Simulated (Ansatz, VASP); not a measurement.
Hf3H: VASP beside Ansatz

```
Hf H
1.0
     6.31882    0.00000    0.00000
     0.00000    9.55304    0.00000
     0.00000    0.00000    4.67273
Hf H
12 4
Direct
  0.11850 0.75000 0.25364
  0.61850 0.75000 0.24636
  0.87312 0.92352 0.74198
  0.37312 0.92352 0.75802
  0.87312 0.57648 0.74198
  0.37312 0.57648 0.75802
  0.88150 0.25000 0.74636
  0.38150 0.25000 0.75364
  0.62688 0.07648 0.24198
  0.12688 0.07648 0.25802
  0.12688 0.42352 0.25802
  0.62688 0.42352 0.24198
  0.37162 0.75000 0.51149
  0.87162 0.75000 0.98851
  0.62838 0.25000 0.48851
  0.12838 0.25000 0.01149
```

Alike in both runs: functional PBE; k mesh 3 × 2 × 3; occupations gaussian, width 0.2 eV; no spin polarisation.

Ansatz relaxed the structure, and its values are those at the end. VASP's run is a single point on that final structure, the one shown.

|  | VASP | Ansatz |
| --- | --- | --- |
| version | VASP 6.6.1 | Ansatz 0.2.0 |
| potentials or method | VASP PAW PBE potentials, release 64 (Hf_pv, H), cutoff 520 eV | scalar-relativistic, plane waves, PAW |
| valence electrons in the cell | 124 | 316 |

|  | VASP | Ansatz | Ansatz less VASP |
| --- | --- | --- | --- |
| gap on the k mesh at the Fermi level (eV) | none | none | - |
| pressure (GPa) | -0.5 | 0.0 | +0.54 |
| rms of the force components (eV/Å) | 0.014 | 0.012 | -0.0023 |

A gap of «none» marks a metal or a gap that the smearing closes. VASP's potentials hold 124 valence electrons a cell and Ansatz's 316, so a difference there can come from the potentials and not from the codes.

The k mesh is coarse, so the values compare programs but aren't converged. Spin-orbit coupling is off throughout.
